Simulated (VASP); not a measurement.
# C in VASP: single point with PBE+D3(BJ)

Aim: the single point of C with PBE+D3(BJ).

Program: VASP 6.6.1. These are calculated values, not measurements. Logs are shortened: lines on timing, memory, paths and dates and some standing lists are left out, and cuts for length are marked.

**1. The cell of the first run**

The cell holds a slab with vacuum, 6 atoms: a = 2.465 Å, b = 2.465 Å, c = 23.749 Å, α = 90.00°, β = 90.00°, γ = 60.00°.

**2. Single point, PBE+D3(BJ)**

Contents of INCAR:

```
ALGO = Normal
DIPOL = 0.5 0.5 0.500
EDIFF = 1E-7
ENCUT = 520
GGA = PE
IDIPOL = 3
ISIF = 2
ISMEAR = 0
IVDW = 12
LASPH = True
LCHARG = False
LDIPOL = True
LREAL = False
LWAVE = False
NBANDS = 21
NELM = 100
PREC = Accurate
SIGMA = 0.05
```

Contents of KPOINTS:

```
k-points
0
Gamma
  12 12 1
```

Contents of POSCAR:

```
C
1.0
    2.4649373947      0.0000000000      0.0000000000
    1.2324826697      2.1346903356      0.0000000000
    0.0000000000      0.0000000000     23.7486608086
C
6
Direct
    0.1656238016      0.1656238016      0.3579149186
    0.4989565373      0.4989565373      0.3579473272
    0.4979139711      0.4979139711      0.4999837957
    0.8312467067      0.8312467067      0.5000162043
    0.8302041406      0.8302041406      0.6420526728
    0.1635368762      0.1635368762      0.6420850814
```

Potentials or basis: VASP PAW PBE potentials, release 64 (C).

The run is started by

```bash
cat potpaw_PBE.64/C/POTCAR > POTCAR
mpirun -np 1 vasp_std > vasp.out
```

OUTCAR:

```text
EDIFF = 1E-7
   ENCUT = 520
   GGA = PE
   ISIF = 2
   ISMEAR = 0
   IVDW = 12
   LASPH = True
   LREAL = False
   NELM = 100
   PREC = Accurate
 IVDW          = 12

 ion  position               nearest neighbor table
   1  0.166  0.166  0.358-   2 1.42   2 1.42   2 1.42
   2  0.499  0.499  0.358-   1 1.42   1 1.42   1 1.42
   3  0.498  0.498  0.500-   4 1.42   4 1.42   4 1.42
   4  0.831  0.831  0.500-   3 1.42   3 1.42   3 1.42
   5  0.830  0.830  0.642-   6 1.42   6 1.42   6 1.42
   6  0.164  0.164  0.642-   5 1.42   5 1.42   5 1.42

  LATTYP: Found a hexagonal cell.
 ALAT       =     2.4649373947
 C/A-ratio  =     9.6345898517

  Lattice vectors:

 A1 = (  -1.2324826697,  -2.1346903356,   0.0000000000)
 A2 = (   2.4649373947,   0.0000000000,   0.0000000000)
 A3 = (   0.0000000000,   0.0000000000,  23.7486608086)

Analysis of symmetry for initial positions (statically):
=====================================================================
 Subroutine PRICEL returns:
 Original cell was already a primitive cell.

 Routine SETGRP: Setting up the symmetry group for a
 hexagonal supercell.

 Subroutine GETGRP returns: Found  4 space group operations
 (whereof  2 operations were pure point group operations)
 out of a pool of 24 trial point group operations.

The static configuration has the point symmetry C_1h.
 The point group associated with its full space group is C_2h.

Analysis of symmetry for dynamics (positions and initial velocities):
=====================================================================
 Subroutine PRICEL returns:
 Original cell was already a primitive cell.

 Routine SETGRP: Setting up the symmetry group for a
 hexagonal supercell.

 Subroutine GETGRP returns: Found  4 space group operations
 (whereof  2 operations were pure point group operations)
 out of a pool of 24 trial point group operations.

The dynamic configuration has the point symmetry C_1h.
 The point group associated with its full space group is C_2h.

 Subroutine INISYM returns: Found  4 space group operations
 (whereof  2 operations are pure point group operations),
 and found     1 'primitive' translations

----------------------------------------------------------------------------------------

                                     Primitive cell

  volume of cell :     124.9626

  direct lattice vectors                    reciprocal lattice vectors
     2.464937395  0.000000000  0.000000000     0.405689817 -0.234228665  0.000000000
     1.232482670  2.134690336  0.000000000     0.000000000  0.468452020  0.000000000
     0.000000000  0.000000000 23.748660809     0.000000000  0.000000000  0.042107637

  length of vectors
     2.464937395  2.464937395 23.748660809     0.468452020  0.468452020  0.042107637

  position of ions in fractional coordinates (direct lattice)
     0.165623802  0.165623802  0.357914919
     0.498956537  0.498956537  0.357947327
     0.497913971  0.497913971  0.499983796
     0.831246707  0.831246707  0.500016204
     0.830204141  0.830204141  0.642052673
     0.163536876  0.163536876  0.642085081

  ion indices of the primitive-cell ions
   primitive index   ion index
                 1           1
                 2           2
                 3           3
                 4           4
                 5           5
                 6           6

----------------------------------------------------------------------------------------

 KPOINTS: k-points

Automatic generation of k-mesh.
 Grid dimensions read from file:
 generate k-points for:   12   12    1

 Generating k-lattice:

  Cartesian coordinates                     Fractional coordinates (reciprocal lattice)
     0.033807485 -0.019519055  0.000000000     0.083333333  0.000000000  0.000000000
     0.000000000  0.039037668  0.000000000     0.000000000  0.083333333  0.000000000
     0.000000000  0.000000000  0.042107637     0.000000000  0.000000000  1.000000000

  Length of vectors
     0.039037668  0.039037668  0.042107637

  Shift w.r.t. Gamma in fractional coordinates (k-lattice)
     0.000000000  0.000000000  0.000000000

 Subroutine IBZKPT returns following result:
 ===========================================

 Found     43 irreducible k-points:

 Following reciprocal coordinates:
            Coordinates               Weight
  0.000000  0.000000  0.000000      1.000000
  0.083333 -0.000000  0.000000      4.000000
  0.083333  0.083333  0.000000      2.000000
  0.166667 -0.000000  0.000000      4.000000
  0.166667  0.166667  0.000000      2.000000
  0.250000  0.000000  0.000000      4.000000
[... 16 lines left out ...]
  0.333333  0.416667  0.000000      4.000000
 -0.083333  0.333333  0.000000      4.000000
 [... further k-points ...]
   k-points           NKPTS =     43   k-points in BZ     NKDIM =     43   number of bands    NBANDS=     21
   number of dos      NEDOS =    301   number of ions     NIONS =      6
   total plane-waves  NPLWV =  58320
   dimension x,y,z NGX =    18 NGY =   18 NGZ =  180
   dimension x,y,z NGXF=    36 NGYF=   36 NGZF=  360
   ions per type =               6
   NGX,Y,Z   is equivalent  to a cutoff of  12.14, 12.14, 12.60 a.u.
   NGXF,Y,Z  is equivalent  to a cutoff of  24.28, 24.28, 25.20 a.u.
 SYSTEM =  unknown system
   PREC   = accura    normal or accurate (medium, high low for compatibility)
   ISTART =      0    job   : 0-new  1-cont  2-samecut
   ICHARG =      2    charge: 1-file 2-atom 10-const
   ISPIN  =      1    spin polarized calculation?
   LNONCOLLINEAR =      F non collinear calculations
   LSORBIT =      F    spin-orbit coupling
   LASPH  =      T    aspherical Exc in radial PAW
   ENCUT  =  520.0 eV  38.22 Ry    6.18 a.u.   4.58  4.58 44.16*2*pi/ulx,y,z
   NELM   =    100;   NELMIN=  2; NELMDL= -5     # of ELM steps
   EDIFF  = 0.1E-06   stopping-criterion for ELM
   LREAL  =      F    real-space projection
   EDIFFG = 0.1E-05   stopping-criterion for IOM
   NSW    =      0    number of steps for IOM
   IBRION =     -1    ionic relax: 0-MD 1-quasi-New 2-CG
   NFREE  =      0    steps in history (QN), initial steepest desc. (CG)
   ISIF   =      2    stress and relaxation
   ISYM   =      2    0-nonsym 1-usesym 2-fastsym
   POTIM  = 0.5000    time-step for ionic-motion
   TEBEG  =    0.0;   TEEND  =   0.0 temperature during run
   PSTRESS=    0.0 pullay stress
   NELECT =      24.0000    total number of electrons
   NUPDOWN=      -1.0000    fix difference up-down
   EMIN   =  10.00;   EMAX   =-10.00  energy-range for DOS
   EFERMI =   0.00;   METHOD = LEGACY
   ISMEAR =     0;   SIGMA  =   0.05  broadening in eV -4-tet -1-fermi 0-gaus
   EFERMI_NEDOS =   21; number of points for ismear=-14 and -15
   IALGO  =     38    algorithm
   IMIX   =      4    mixing-type and parameters
     AMIX     =   0.40;   BMIX     =  1.00
     AMIX_MAG =   1.60;   BMIX_MAG =  1.00
  volume/ion in A,a.u.               =      20.83       140.55
  Fermi-wavevector in a.u.,A,eV,Ry     =   0.944536  1.784915 12.138419  0.892149
  Thomas-Fermi vector in A             =   2.072350
   LORBIT       =      0    0 simple, 1 ext, 2 COOP (PROOUT), +10 PAW based schemes
   GGA     = PE    functional components
   LHFCALC =     F    Hartree Fock is set to
   AEXX    =    0.0000 exact exchange contribution
   IVDW    =    12    specifies the selected vdW correction
   LEPSILON=     F    determine dielectric tensor
   LRPA    =     F    only Hartree local field effects (RPA)
 non-spin polarized calculation
 Gauss-broadening in eV      SIGMA  =   0.05
  energy-cutoff  :      520.00
  volume of cell :      124.96
 maximum number of plane-waves:      3412
   NGX =  9   NGY =  9   NGZ = 89

 dipolmoment           0.000000      0.000000     -0.000000 electrons x Angstroem

 number of electron      23.9999993 magnetization

 dipolmoment           0.000000      0.000000      0.000000 electrons x Angstroem

 Free energy of the ion-electron system (eV)
  ---------------------------------------------------
  ext. energy  EPLUGINS =         0.00000000
  ---------------------------------------------------
  free energy    TOTEN  =       -55.29419534 eV

  energy without entropy =      -55.29343097  energy(sigma->0) =      -55.29381316

 E-fermi :  -0.4733     XC(G=0):  -4.7409

 val. band max:       -0.4812000815   @ k =  -0.3333   0.3333   0.0000
 cond. band min:      -0.4654393952   @ k =  -0.3333   0.3333   0.0000
 fundamental gap:      0.0157606863
 Fermi energy:        -0.4733197382

 k-point     1 :       0.0000    0.0000    0.0000
  band No.  band energies     occupation
      1     -20.0933      2.00000
      2     -19.9925      2.00000
      3     -19.8899      2.00000
      4      -8.7315      2.00000
      5      -8.0978      2.00000
      6      -7.3903      2.00000
[... 13 lines left out ...]
     20       7.8419      0.00000
     21       7.8481      0.00000

 k-point     2 :       0.0833   -0.0000    0.0000
  band No.  band energies     occupation
      1     -19.9281      2.00000
      2     -19.8283      2.00000
      3     -19.7267      2.00000
      4      -8.5318      2.00000
      5      -7.9019      2.00000
      6      -7.1994      2.00000
[... 13 lines left out ...]
     20       7.8998      0.00000
     21       7.9510      0.00000

 k-point     3 :       0.0833    0.0833    0.0000
  band No.  band energies     occupation
      1     -19.9281      2.00000
      2     -19.8284      2.00000
      3     -19.7267      2.00000
      4      -8.5318      2.00000
      5      -7.9019      2.00000
      6      -7.1994      2.00000
[... 13 lines left out ...]
     20       7.9003      0.00000
     21       7.9459      0.00000
[... 457 lines left out ...]
 k-point    23 :       0.3333    0.4167    0.0000
  band No.  band energies     occupation
      1     -16.7007      2.00000
      2     -16.6209      2.00000
      3     -16.5394      2.00000
      4     -11.1456      2.00000
      5     -11.0975      2.00000
      6     -11.0473      2.00000
[... 13 lines left out ...]
     20       7.9870      0.00000
     21       8.7661      0.00000

 k-point    24 :      -0.0833    0.3333    0.0000
  band No.  band energies     occupation
      1     -16.7006      2.00000
      2     -16.6209      2.00000
      3     -16.5394      2.00000
      4     -11.1456      2.00000
      5     -11.0974      2.00000
      6     -11.0473      2.00000
[... 13 lines left out ...]
     20       7.9868      0.00000
     21       8.7662      0.00000

 [... further k-points ...]

------------------------ aborting loop because EDIFF is reached ----------------------------------------

 vacuum level on the upper side and lower side of the slab       (xc-potential included)        -0.164        -0.165

 Edisp (eV)   -0.78573

 E8    (eV) :    -0.2307

  FORCE on cell =-STRESS in cart. coord.  units (eV):
  Direction    XX          YY          ZZ          XY          YZ          ZX
  --------------------------------------------------------------------------------------
  -------------------------------------------------------------------------------------
  Total       0.29821     0.29884    -0.03899    -0.00055     0.00053     0.00092
  in kB       3.82337     3.83146    -0.49996    -0.00700     0.00679     0.01176
  external pressure =        2.38 kB  Pullay stress =        0.00 kB

 VOLUME and BASIS-vectors are now :
 -----------------------------------------------------------------------------
  energy-cutoff  :      520.00
  volume of cell :      124.96
      direct lattice vectors                 reciprocal lattice vectors
     2.464937395  0.000000000  0.000000000     0.405689817 -0.234228665  0.000000000
     1.232482670  2.134690336  0.000000000     0.000000000  0.468452020  0.000000000
     0.000000000  0.000000000 23.748660809     0.000000000  0.000000000  0.042107637

 POSITION                                       TOTAL-FORCE (eV/Angst)
 -----------------------------------------------------------------------------------
      0.61238      0.35356      8.50000         0.000009      0.000005      0.000464
      1.84485      1.06512      8.50077        -0.000021     -0.000012      0.000169
      1.84100      1.06289     11.87395        -0.000058     -0.000033     -0.012682
      3.07347      1.77445     11.87472         0.000058      0.000033      0.012682
      3.06961      1.77223     15.24789         0.000021      0.000012     -0.000169
      0.60466      0.34910     15.24866        -0.000009     -0.000005     -0.000464
 -----------------------------------------------------------------------------------
    total drift:                                0.000032      0.000018      0.000027

  FREE ENERGIE OF THE ION-ELECTRON SYSTEM (eV)
  ---------------------------------------------------
  free  energy   TOTEN  =       -56.0799294280 eV

  energy  without entropy=      -56.0791650560  energy(sigma->0) =      -56.07954724

 vacuum level on the upper side and lower side of the slab         3.708         3.708
```

Wall time 100 s (1 thread of Intel Xeon Platinum 8488C (Sapphire Rapids), shared host); peak memory 0.27 GiB.

What came out:

```
Free energy                : -56.0799 eV
Largest force              : 0.013 eV/Å
Band gap on the k mesh     : 0.02 eV, direct
Dispersion energy per atom : -0.131 eV
```

Forces on the atoms (eV/Å):
```
C    0.000  0.000  0.000
C    0.000  0.000  0.000
C    0.000  0.000 -0.013
C    0.000  0.000  0.013
C    0.000  0.000  0.000
C    0.000  0.000  0.000
```
